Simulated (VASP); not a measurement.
ZrNbTe3: single point with PBE

ZrNbTe3:

```xyz
5
Lattice="6.3751 0.0000 0.0000 -3.1875 5.5210 0.0000 0.0000 0.0000 4.9344" Properties=species:S:1:pos:R:3 pbc="T T T"
Zr    0.0000    0.0000    0.0000
Nb    0.0000    0.0000    2.4672
Te    2.9611    0.0000    0.0000
Te   -1.4806    2.5644    0.0000
Te    1.7070    2.9566    0.0000
```

- Program: VASP 6.6.1
- Task: single point
- Functional: PBE
- Potentials or basis: VASP PAW PBE potentials, release 64 (Zr_sv, Nb_sv, Te)
- Cutoff: 520 eV
- k mesh: 3 × 3 × 4
- Occupations: gaussian, width 0.1 eV
- Spin: collinear spin, ferromagnetic start
- Starting moments: [1.0, 1.0, 0.0, 0.0, 0.0] μB

```json
{
 "Pressure": "0.5 GPa",
 "Largest force": "0.041 eV/Å",
 "Band gap on the k mesh": "zero (filled and empty bands overlap)",
 "Net moment": "0.99 μB per cell",
 "Site moments": "Zr -0.01; Nb +0.86; Te -0.07 μB",
 "Valence electrons inside the program's atomic spheres": "Zr 10.12; Nb 10.84; Te 3.32"
}
```

Forces on the atoms (eV/Å):
```
Zr   0.000  0.000  0.000
Nb   0.000  0.000  0.000
Te   0.041  0.000  0.000
Te  -0.020  0.035  0.000
Te  -0.020 -0.035  0.000
```

Stress tensor (GPa, compression positive):
```
0.45 0.00 0.00
0.00 0.45 0.00
0.00 0.00 0.61
```

Levels at points of the mesh, in eV from the Fermi level:
Spin up:
| k point | band 18 | band 19 | band 20 | band 21 | band 22 | band 23 | band 24 | band 25 | band 26 | band 27 |
| --- | --- | --- | --- | --- | --- | --- | --- | --- | --- | --- |
| (0.00, 0.00, 0.00) | -2.53 | -1.15 | -0.45 | -0.45 | -0.26 | -0.26 | 0.40 | 1.38 | 1.38 | 2.67 |
| (0.00, 0.00, 0.50) | -0.39 | -0.27 | -0.27 | 0.04 | 0.04 | 0.75 | 0.79 | 0.79 | 0.95 | 0.95 |
Spin down:
```csv
k point,band 18,band 19,band 20,band 21,band 22,band 23,band 24,band 25
"(0.00, 0.00, 0.00)",-2.21,-0.84,-0.34,-0.34,0.24,0.24,0.73,1.71
"(0.00, 0.00, 0.50)",-0.41,0.01,0.01,0.59,0.59,0.95,0.95,1.37
```

It took 3.9 min on 1 thread of Intel(R) Xeon(R) Platinum 8259CL CPU @ 2.50GHz (Skylake/Cascade Lake), with other jobs on the host, peak memory 0.41 GiB.

Caveat: the k points lie up to 0.38 Å⁻¹ apart; spin-orbit coupling is left out, which moves the levels of the heavy elements.
